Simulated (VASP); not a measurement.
Write the native input for VASP 6.6.1 that does the following.

```
Task                   : single point
Functional             : PBE
Potentials or basis    : VASP PAW PBE potentials, release 64 (Bi_d, O, Ba_sv)
Cutoff                 : 520 eV
k mesh                 : 1 × 1 × 1
Occupations            : fermi-dirac, width 0.1172 eV
Spin                   : no spin polarisation
Dipole correction      : no
Further INCAR settings : LREAL = Auto; ALGO = Normal; EDIFF = 1e-07; NBANDS = 94; ISYM = 0
```

The structure of BaBi6O10 lies in POSCAR:

```
BaBi6O10
1.0
    6.8988500000      0.3663110000     -0.3031620000
    0.3663110000      6.5432810000      0.0645600000
   -0.3031620000      0.0645600000      6.7022220000
Bi O Ba
6 10 1
Direct
    0.4987467774      0.8801362000      0.9783936547
    0.6055599222      0.0950169400      0.5167627189
    0.6005371560      0.3906960504      0.9946497905
    0.1001910472      0.0868317958      0.2152428340
    0.4231644518      0.5727542419      0.5002053599
    0.8954769665      0.6967178258      0.2789718821
    0.9316890897      0.4187303308      0.0646347581
    0.4770575635      0.3470181159      0.2823346101
    0.5637908138      0.8540552033      0.3189287294
    0.2040478292      0.7520795149      0.2699261968
    0.9072050896      0.9378263600      0.5292811906
    0.4687877923      0.8297005737      0.6663239707
    0.2137709856      0.9821705825      0.9522494639
    0.3258659358      0.4156951693      0.7231477693
    0.7315297842      0.4670632419      0.6461517433
    0.8674166097      0.9375780698      0.0740239154
    0.0314596043      0.2445604778      0.7017049767
```

These files were run (other wordings do the same):

INCAR

```
SYSTEM = BaBi6O10
ALGO = Normal
EDIFF = 1E-7
ENCUT = 520
GGA = PE
ISIF = 2
ISMEAR = -1
ISYM = 0
LASPH = .True.
LCHARG = .False.
LREAL = Auto
LWAVE = .False.
NBANDS = 94
NELM = 80
PREC = Accurate
SIGMA = 0.1172
```

KPOINTS

```
k-points
0
Gamma
  1 1 1
  0 0 0
```

Potentials or basis: VASP PAW PBE potentials, release 64 (Bi_d, O, Ba_sv).

The run is started by

```bash
$ cat potpaw_PBE.64/Bi_d/POTCAR potpaw_PBE.64/O/POTCAR potpaw_PBE.64/Ba_sv/POTCAR > POTCAR
$ mpirun -np 1 vasp_gam > vasp.out
```

Results of the run:

The pressure is 10.9 GPa. The largest force is 2.938 eV/Å.

Caveat: the k points lie up to 0.96 Å⁻¹ apart; the atoms stand as in a frame of molecular dynamics.

It took 66 s on 1 thread of Intel(R) Xeon(R) Platinum 8488C (Sapphire Rapids), on a shared host, peak memory 0.33 GiB.
